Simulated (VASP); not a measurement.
# Ce (P6_3/mmc) in VASP: single point with r2SCAN

Aim: the single point of Ce with r2SCAN.

All numbers are computed with VASP 6.6.1; they aren't measurements. Logs are shortened: lines on timing, memory, paths and dates and some standing lists are left out, and cuts for length are marked.

## (1) The cell of the first run

The structure is hexagonal, space group P6_3/mmc (No. 194). The conventional cell has a = 3.687 Å, b = 3.687 Å, c = 5.864 Å, α = 90.00°, β = 90.00°, γ = 120.00°. Ce (site symmetry -6m2) has 12 Ce at 3.62 to 3.69 Å within 4.8 Å.

This isn't the form of Ce at room conditions, which is fcc.

## (2) Single point, r2SCAN

Contents of POSCAR:

```
Ce
1.0
    3.6871690000      0.0000000000      0.0000000000
   -1.8435840000      3.1931830000      0.0000000000
    0.0000000000      0.0000000000      5.8639770000
Ce
2
Direct
    0.3333300000      0.6666700000      0.2500000000
    0.6666600000      0.3333300000      0.7500000000
```

Contents of INCAR.step1:

```
PREC = Accurate
ENCUT = 520
ISMEAR = -5
SIGMA = 0.1
LREAL = F
LASPH = T
NELM = 60
NBANDS = 19
GGA = PE
ALGO = Normal
EDIFF = 1E-4
LWAVE = T
LCHARG = F
```

Contents of INCAR.step2:

```
PREC = Accurate
ENCUT = 520
EDIFF = 1E-7
ISMEAR = -5
SIGMA = 0.1
LREAL = F
LASPH = T
NELM = 60
ALGO = Normal
ISIF = 2
LWAVE = F
LCHARG = F
METAGGA = R2SCAN
LMIXTAU = T
NBANDS = 19
ISTART = 1
```

Contents of KPOINTS:

```
Automatic mesh
0
Gamma
  6 6 3
```

Potentials or basis: VASP PAW PBE potentials, release 64 (Ce).

On the command line:

```
> cat potpaw_PBE.64/Ce/POTCAR > POTCAR
> cp INCAR.step1 INCAR
> mpirun -np 1 vasp_std > vasp.out
> cp INCAR.step2 INCAR
> mpirun -np 1 vasp_std > vasp.out
```

OUTCAR:

```text
PREC = Accurate
   ENCUT = 520
   EDIFF = 1E-7
   ISMEAR = -5
   LREAL = F
   LASPH = T
   NELM = 60
   ISIF = 2
   METAGGA = R2SCAN
   ISTART = 1

 ion  position               nearest neighbor table
   1  0.333  0.667  0.250-
   2  0.667  0.333  0.750-

  LATTYP: Found a hexagonal cell.
 ALAT       =     3.6871690000
 C/A-ratio  =     1.5903738071

  Lattice vectors:

 A1 = (   3.6871690000,   0.0000000000,   0.0000000000)
 A2 = (  -1.8435840000,   3.1931830000,   0.0000000000)
 A3 = (   0.0000000000,   0.0000000000,   5.8639770000)

Analysis of symmetry for initial positions (statically):
=====================================================================
 Subroutine PRICEL returns:
 Original cell was already a primitive cell.

 Routine SETGRP: Setting up the symmetry group for a
 hexagonal supercell.

 Subroutine GETGRP returns: Found  8 space group operations
 (whereof  2 operations were pure point group operations)
 out of a pool of 24 trial point group operations.

The static configuration has the point symmetry C_2 .
 The point group associated with its full space group is D_2h.

Analysis of symmetry for dynamics (positions and initial velocities):
=====================================================================
 Subroutine PRICEL returns:
 Original cell was already a primitive cell.

 Routine SETGRP: Setting up the symmetry group for a
 hexagonal supercell.

 Subroutine GETGRP returns: Found  8 space group operations
 (whereof  2 operations were pure point group operations)
 out of a pool of 24 trial point group operations.

The dynamic configuration has the point symmetry C_2 .
 The point group associated with its full space group is D_2h.

 Subroutine INISYM returns: Found  8 space group operations
 (whereof  2 operations are pure point group operations),
 and found     1 'primitive' translations

----------------------------------------------------------------------------------------

                                     Primitive cell

  volume of cell :      69.0413

  direct lattice vectors                    reciprocal lattice vectors
     3.687169000  0.000000000  0.000000000     0.271210785  0.156583529  0.000000000
    -1.843584000  3.193183000  0.000000000     0.000000000  0.313167144  0.000000000
     0.000000000  0.000000000  5.863977000     0.000000000  0.000000000  0.170532729

  length of vectors
     3.687169000  3.687169597  5.863977000     0.313167195  0.313167144  0.170532729

  position of ions in fractional coordinates (direct lattice)
     0.333330000  0.666670000  0.250000000
     0.666660000  0.333330000  0.750000000

  ion indices of the primitive-cell ions
   primitive index   ion index
                 1           1
                 2           2

----------------------------------------------------------------------------------------

 KPOINTS: Automatic mesh

Automatic generation of k-mesh.
 Grid dimensions read from file:
 generate k-points for:    6    6    3

 Generating k-lattice:

  Cartesian coordinates                     Fractional coordinates (reciprocal lattice)
     0.045201798  0.026097255  0.000000000     0.166666667  0.000000000  0.000000000
     0.000000000  0.052194524  0.000000000     0.000000000  0.166666667  0.000000000
     0.000000000  0.000000000  0.056844243     0.000000000  0.000000000  0.333333333

  Length of vectors
     0.052194532  0.052194524  0.056844243

  Shift w.r.t. Gamma in fractional coordinates (k-lattice)
     0.000000000  0.000000000  0.000000000

 TETIRR: Found    243 inequivalent tetrahedra from      648

 Subroutine IBZKPT returns following result:
 ===========================================

 Found     26 irreducible k-points:

 Following reciprocal coordinates:
            Coordinates               Weight
  0.000000  0.000000  0.000000      1.000000
  0.166667  0.000000  0.000000      4.000000
  0.000000  0.166667  0.000000      2.000000
  0.333333 -0.000000  0.000000      4.000000
  0.000000  0.333333  0.000000      2.000000
  0.500000  0.000000  0.000000      2.000000
[... 16 lines left out ...]
  0.333333  0.166667  0.333333      8.000000
 -0.166667  0.500000  0.333333      8.000000
 [... further k-points ...]
   k-points           NKPTS =     26   k-points in BZ     NKDIM =     26   number of bands    NBANDS=     19
   number of dos      NEDOS =    301   number of ions     NIONS =      2
   total plane-waves  NPLWV =  37632
   dimension x,y,z NGX =    28 NGY =   28 NGZ =   48
   dimension x,y,z NGXF=    56 NGYF=   56 NGZF=   96
   ions per type =               2
   NGX,Y,Z   is equivalent  to a cutoff of  12.62, 12.62, 13.61 a.u.
   NGXF,Y,Z  is equivalent  to a cutoff of  25.25, 25.25, 27.22 a.u.
 SYSTEM =  unknown system
   PREC   = accura    normal or accurate (medium, high low for compatibility)
   ISTART =      1    job   : 0-new  1-cont  2-samecut
   ICHARG =      0    charge: 1-file 2-atom 10-const
   ISPIN  =      1    spin polarized calculation?
   LNONCOLLINEAR =      F non collinear calculations
   LSORBIT =      F    spin-orbit coupling
   LASPH  =      T    aspherical Exc in radial PAW
   ENCUT  =  520.0 eV  38.22 Ry    6.18 a.u.   6.86  6.86 10.90*2*pi/ulx,y,z
   NELM   =     60;   NELMIN=  2; NELMDL=  0     # of ELM steps
   EDIFF  = 0.1E-06   stopping-criterion for ELM
   LREAL  =      F    real-space projection
   EDIFFG = 0.1E-05   stopping-criterion for IOM
   NSW    =      0    number of steps for IOM
   IBRION =     -1    ionic relax: 0-MD 1-quasi-New 2-CG
   NFREE  =      0    steps in history (QN), initial steepest desc. (CG)
   ISIF   =      2    stress and relaxation
   ISYM   =      2    0-nonsym 1-usesym 2-fastsym
   POTIM  = 0.5000    time-step for ionic-motion
   TEBEG  =    0.0;   TEEND  =   0.0 temperature during run
   PSTRESS=    0.0 pullay stress
   NELECT =      24.0000    total number of electrons
   NUPDOWN=      -1.0000    fix difference up-down
   EMIN   =  10.00;   EMAX   =-10.00  energy-range for DOS
   EFERMI =   0.00;   METHOD = LEGACY
   ISMEAR =    -5;   SIGMA  =   0.10  broadening in eV -4-tet -1-fermi 0-gaus
   EFERMI_NEDOS =   21; number of points for ismear=-14 and -15
   IALGO  =     38    algorithm
   IMIX   =      4    mixing-type and parameters
     AMIX     =   0.40;   BMIX     =  1.00
     AMIX_MAG =   1.60;   BMIX_MAG =  1.00
  volume/ion in A,a.u.               =      34.52       232.96
  Fermi-wavevector in a.u.,A,eV,Ry     =   1.151089  2.175243 18.027797  1.325006
  Thomas-Fermi vector in A             =   2.287749
   LORBIT       =      0    0 simple, 1 ext, 2 COOP (PROOUT), +10 PAW based schemes
   METAGGA = R2SCAN    functional components
   LHFCALC =     F    Hartree Fock is set to
   AEXX    =    0.0000 exact exchange contribution
   IVDW    =     0    specifies the selected vdW correction
   LEPSILON=     F    determine dielectric tensor
   LRPA    =     F    only Hartree local field effects (RPA)
 non-spin polarized calculation
 Fermi weights with tetrahedron method with Bloechl corrections
  energy-cutoff  :      520.00
  volume of cell :       69.04
 maximum number of plane-waves:      1890
   NGX = 13   NGY = 13   NGZ = 21

 number of electron      24.0000000 magnetization

 Free energy of the ion-electron system (eV)
  ---------------------------------------------------
  ext. energy  EPLUGINS =         0.00000000
  ---------------------------------------------------
  free energy    TOTEN  =       -61.05490985 eV

  energy without entropy =      -61.05490985  energy(sigma->0) =      -61.05490985

 E-fermi :   6.9391     XC(G=0): -10.7521

 val. band max:        6.9758797796   @ k =   0.0000   0.0000   0.0000
 cond. band min:       6.9217401829   @ k =  -0.3333   0.1667   0.3333
 fundamental gap:     -0.0541395967
 Fermi energy:         6.9391005662

 k-point     1 :       0.0000    0.0000    0.0000
  band No.  band energies     occupation
      1     -29.1529      2.00000
      2     -28.9186      2.00000
      3     -12.1241      2.00000
      4     -10.9318      2.00000
      5     -10.9308      2.00000
      6     -10.7274      2.00000
[... 11 lines left out ...]
     18       7.3644      0.00000
     19       7.5777      0.00000

 k-point     2 :       0.1667    0.0000    0.0000
  band No.  band energies     occupation
      1     -29.1083      2.00000
      2     -28.9011      2.00000
      3     -12.0033      2.00000
      4     -11.2099      2.00000
      5     -11.0183      2.00000
      6     -11.0066      2.00000
[... 11 lines left out ...]
     18       7.4287      0.00000
     19       7.5228      0.00000

 k-point     3 :       0.0000    0.1667    0.0000
  band No.  band energies     occupation
      1     -29.1083      2.00000
      2     -28.9011      2.00000
      3     -12.0033      2.00000
      4     -11.2091      2.00000
      5     -11.0191      2.00000
      6     -11.0059      2.00000
[... 11 lines left out ...]
     18       7.4291      0.00000
     19       7.5228      0.00000

 k-point     4 :       0.3333   -0.0000    0.0000
  band No.  band energies     occupation
      1     -29.0092      2.00000
      2     -28.8733      2.00000
      3     -11.7444      2.00000
      4     -11.7022      2.00000
      5     -11.5048      2.00000
      6     -11.1750      2.00000
[... 11 lines left out ...]
     18       7.4561      0.00000
     19       7.4995      0.00000

 k-point     5 :       0.0000    0.3333    0.0000
  band No.  band energies     occupation
      1     -29.0092      2.00000
      2     -28.8733      2.00000
      3     -11.7437      2.00000
      4     -11.7022      2.00000
      5     -11.5041      2.00000
      6     -11.1757      2.00000
[... 11 lines left out ...]
     18       7.4542      0.00000
     19       7.4967      0.00000
[... 334 lines left out ...]
      2     -28.9184      2.00000
      3     -11.7989      2.00000
      4     -11.5953      2.00000
      5     -11.2033      2.00000
      6     -11.1360      2.00000
[... 11 lines left out ...]
     18       7.4099      0.00000
     19       7.5077      0.00000

 k-point    22 :      -0.3333    0.1667    0.3333
  band No.  band energies     occupation
      1     -28.9971      2.00000
      2     -28.9184      2.00000
      3     -11.7992      2.00000
      4     -11.5959      2.00000
      5     -11.2037      2.00000
      6     -11.1354      2.00000
[... 11 lines left out ...]
     18       7.4101      0.00000
     19       7.5064      0.00000

 k-point    23 :       0.3333    0.1667    0.3333
  band No.  band energies     occupation
      1     -28.9285      2.00000
      2     -28.8895      2.00000
      3     -11.9695      2.00000
      4     -11.8607      2.00000
      5     -11.3753      2.00000
      6     -11.1964      2.00000
[... 11 lines left out ...]
     18       7.4413      0.00000
     19       7.4938      0.00000

 k-point    24 :      -0.1667    0.5000    0.3333
  band No.  band energies     occupation
      1     -28.9285      2.00000
      2     -28.8895      2.00000
      3     -11.9691      2.00000
      4     -11.8604      2.00000
      5     -11.3756      2.00000
      6     -11.1968      2.00000
[... 11 lines left out ...]
     18       7.4413      0.00000
     19       7.4925      0.00000

 [... further k-points ...]

------------------------ aborting loop because EDIFF is reached ----------------------------------------

  FORCE on cell =-STRESS in cart. coord.  units (eV):
  Direction    XX          YY          ZZ          XY          YZ          ZX
  --------------------------------------------------------------------------------------
  -------------------------------------------------------------------------------------
  Total       -2.8084862     -2.8103470     -2.4092073     -0.0000004      0.0000000      0.0000000
  in kB      -65.1739073    -65.2170910    -55.9082182     -0.0000102      0.0000000      0.0000000
  external PRESSURE =     -62.0997388 kB  Pullay stress =       0.0000000 kB

 VOLUME and BASIS-vectors are now :
 -----------------------------------------------------------------------------
  energy-cutoff  :      520.00
  volume of cell :       69.04
      direct lattice vectors                 reciprocal lattice vectors
     3.687169000  0.000000000  0.000000000     0.271210785  0.156583529  0.000000000
    -1.843584000  3.193183000  0.000000000     0.000000000  0.313167144  0.000000000
     0.000000000  0.000000000  5.863977000     0.000000000  0.000000000  0.170532729

 POSITION                                       TOTAL-FORCE (eV/Angst)
 -----------------------------------------------------------------------------------
     -0.00002      2.12880      1.46599         0.000000      0.003158     -0.000000
      1.84357      1.06438      4.39798        -0.000000     -0.003158      0.000000
 -----------------------------------------------------------------------------------
    total drift:                                0.000000      0.000000     -0.000000

  FREE ENERGIE OF THE ION-ELECTRON SYSTEM (eV)
  ---------------------------------------------------
  free  energy   TOTEN  =       -61.0549098465 eV

  energy  without entropy=      -61.0549098465  energy(sigma->0) =      -61.05490985
```

It took 2.3 min on 1 thread of Intel Xeon 6975P-C (Granite Rapids), shared host; peak memory 0.21 GiB.

Results:

| Item | Value |
| --- | --- |
| Free energy | -61.0549 eV |
| Pressure | -6.2 GPa |
| Largest force | 0.003 eV/Å |
| Band gap on the k mesh | zero (bands 12 and 13 overlap by 0.21 eV) |

Forces in eV/Å, atoms in the order of the input:
```
Ce   0.000  0.003  0.000
Ce   0.000 -0.003  0.000
```

Levels at points of the mesh, in eV from the Fermi level:
```tsv
k point	band 8	band 9	band 10	band 11	band 12	band 13	band 14	band 15	band 16	band 17
(0.00, 0.00, 0.00)	-17.53	-3.45	-1.91	-0.08	0.04	0.13	0.33	0.33	0.37	0.43
(0.50, 0.00, 0.00)	-17.82	-1.77	-1.29	-1.22	0.07	0.36	0.40	0.47	0.48	0.53
(0.00, 0.50, 0.00)	-17.82	-1.77	-1.29	-1.22	0.07	0.36	0.40	0.47	0.48	0.53
```

Caveat: the cell stands under tension; the PAW data sets were made with another functional, which shifts forces and pressure a little; spin-orbit coupling is left out, which moves the levels of the heavy elements; semilocal functionals describe open f shells poorly, which spoils levels, moments and volumes; tetrahedron occupations give inexact forces and stress in metals. Spin polarisation is off, so any magnetic state and its effect on volume and gap are missing.
